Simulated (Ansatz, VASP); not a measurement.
**Fe: VASP beside Ansatz**

Contents of POSCAR:

```
Fe
1.0
    2.6370693103      0.0000000000      0.0000000000
   -1.3185346552      2.2837690142      0.0000000000
    0.0000000000      0.0000000000      4.5501563944
Fe
2
Direct
    0.3333333333      0.6666666667      0.2500000000
    0.6666666667      0.3333333333      0.7500000000
```

File INCAR.step1:

```
  PREC = Accurate
  ENCUT = 520
  ISMEAR = -1
  SIGMA = 0.05
  LREAL = False
  LASPH = True
  NELM = 150
  ISPIN = 2
  MAGMOM = 2.896 2.896
  LMAXMIX = 4
  NBANDS = 19
  GGA = PE
  ALGO = Normal
  EDIFF = 1E-4
  LWAVE = True
  LCHARG = False
```

Contents of INCAR.step2:

```
  PREC = Accurate
  ENCUT = 520
  EDIFF = 1E-7
  ISMEAR = -1
  SIGMA = 0.05
  LREAL = False
  LASPH = True
  NELM = 150
  ALGO = Normal
  ISIF = 2
  LWAVE = False
  LCHARG = False
  ISPIN = 2
  MAGMOM = 2.896 2.896
  LORBIT = 11
  LMAXMIX = 4
  METAGGA = R2SCAN
  LMIXTAU = True
  NBANDS = 19
  ISTART = 1
```

File KPOINTS:

```
Automatic mesh
0
Gamma
  16 16 8
```

Input for Ansatz:

```yaml
crystal:
  lattice:
    - [2.6370693103, 0.0, 0.0]
    - [-1.3185346552, 2.2837690142, 0.0]
    - [0.0, 0.0, 4.5501563944]
  atoms:
    - { symbol: Fe, position: [0.3333333333, 0.6666666667, 0.25], spin: 2.896 }
    - { symbol: Fe, position: [0.6666666667, 0.3333333333, 0.75], spin: 2.896 }
hamiltonian:
  xc: r2scan
  pseudopotentials:
    kind: paw
    azcp:
      Fe: "pseudopotentials/Fe.paw.azcp"
basis:
  ecutwfc: 500
  fft_grid_basis: typed
kpoints:
  mp_grid: { grid: [16, 16, 8], shift: [0, 0, 0] }
magnetization:
  spin_polarized: true
scf:
  occupations: { method: fermi_dirac, width: 0.05 }
  lower_state_search: "off"
output:
  stress: true
```

Alike in both runs: task single point; functional r2SCAN; k mesh 16 × 16 × 8; occupations fermi-dirac, width 0.05 eV; collinear spin.

```csv
,VASP,Ansatz
version,VASP 6.6.1,Ansatz 0.2.0
potentials or method,"VASP PAW PBE potentials, release 64 (Fe), cutoff 520 eV","plane waves (500 eV) with PAW, scalar-relativistic"
valence electrons in the cell,16,32
```

|  | VASP | Ansatz | Ansatz less VASP |
| --- | --- | --- | --- |
| pressure (GPa) | -15.2 | -14.9 | +0.25 |
| traceless stress, the component that is largest in VASP (GPa) | 1.74 | 1.53 | -0.212 |
| net moment per atom (μB) | 2.87 | 2.87 | +0.005 |
| size of the moment on the site where the two differ most (μB) | 2.94 | 3.00 | +0.060 |

VASP's potentials were made for PBE, not for r2SCAN. Site moments also hang on the region over which each program counts them. VASP's potentials hold 16 valence electrons a cell and Ansatz's 32, so a difference there can come from the potentials and not from the codes. Ansatz's warnings: stability check not made.
